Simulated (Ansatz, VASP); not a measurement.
## W: VASP beside Ansatz

```xyz
8
Lattice="0.0000 4.0600 4.0600 4.0600 0.0000 4.0600 4.0600 4.0600 0.0000" Properties=species:S:1:pos:R:3 pbc="T T T"
W     0.0346    0.0346    0.0346
W     2.0300    2.0300    0.0000
W     2.0300    0.0000    2.0300
W     4.0600    2.0300    2.0300
W     0.0000    2.0300    2.0300
W     2.0300    4.0600    2.0300
W     2.0300    2.0300    4.0600
W     4.0600    4.0600    4.0600
```

Alike in both runs: task single point; functional PBEsol; k mesh 10 × 10 × 10; occupations gaussian, width 0.15 eV; no spin polarisation.

```csv
,VASP,Ansatz
version,VASP 6.6.1,Ansatz 0.2.0
potentials or method,"VASP PAW PBE potentials, release 64 (W_sv), cutoff 520 eV","scalar-relativistic, plane waves, PAW"
valence electrons in the cell,112,112
```

```csv
,VASP,Ansatz,Ansatz less VASP
gap on the k mesh at the Fermi level (eV),none,none,-
pressure (GPa),-12.0,-12.5,-0.47
"traceless stress, the component that is largest in VASP (GPa)",-0.10,-0.10,+0.001
rms of the force components (eV/Å),0.192,0.190,-0.0021
```

VASP's potentials were made for PBE, not for PBEsol. Atom by atom the forces differ by 0.002 eV/Å (rms over components). A gap of «none» marks a metal or a gap that the smearing closes.

Spin-orbit coupling is off throughout.
